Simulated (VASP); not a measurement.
## KF: single point with r2SCAN

KF:

```
CELL_PARAMETERS angstrom
4.48472 0.00000 0.00000
-2.24236 3.88388 0.00000
0.00000 0.00000 5.27170
ATOMIC_POSITIONS crystal
K 0.33333 0.66667 0.25000
K 0.66667 0.33333 0.75000
F 0.66667 0.33333 0.25000
F 0.33333 0.66667 0.75000
```

```yaml
Program: VASP 6.6.1
Task: single point
Functional: r2SCAN
Potentials_or_basis: VASP PAW PBE potentials, release 64 (K_sv, F)
Cutoff: 520 eV
k_mesh: 6 × 6 × 4
Occupations: fermi-dirac, width 0.02 eV
Spin: no spin polarisation
Dipole_correction: no
Further_INCAR_settings: ALGO = Normal; EDIFF = 1e-07; NBANDS = 24
```

```json
{"Pressure": "0.0 GPa", "Band gap on the k mesh": "5.95 eV, direct"}
```

Levels at points of the mesh, in eV from the valence-band top:
```csv
k point,band 13,band 14,band 15,band 16,band 17,band 18,band 19,band 20
"(0.00, 0.00, 0.00)",-0.30,-0.30,-0.15,0.00,5.95,10.73,11.27,11.27
"(0.50, 0.00, 0.00)",-0.18,-0.12,-0.11,-0.08,7.78,9.45,9.99,10.32
"(0.00, 0.00, 0.50)",-0.33,-0.33,-0.33,-0.33,7.58,7.58,11.73,11.73
"(0.50, 0.00, 0.50)",-0.30,-0.30,-0.17,-0.17,8.52,8.52,11.56,11.56
```

It took 120 s on 1 thread of AMD EPYC 9R45 96-Core Processor (Zen 5) (shared host), peak memory 0.21 GiB.

Caveat: the PAW data sets were made with another functional, which shifts forces and pressure a little. A k mesh can miss the band edges.
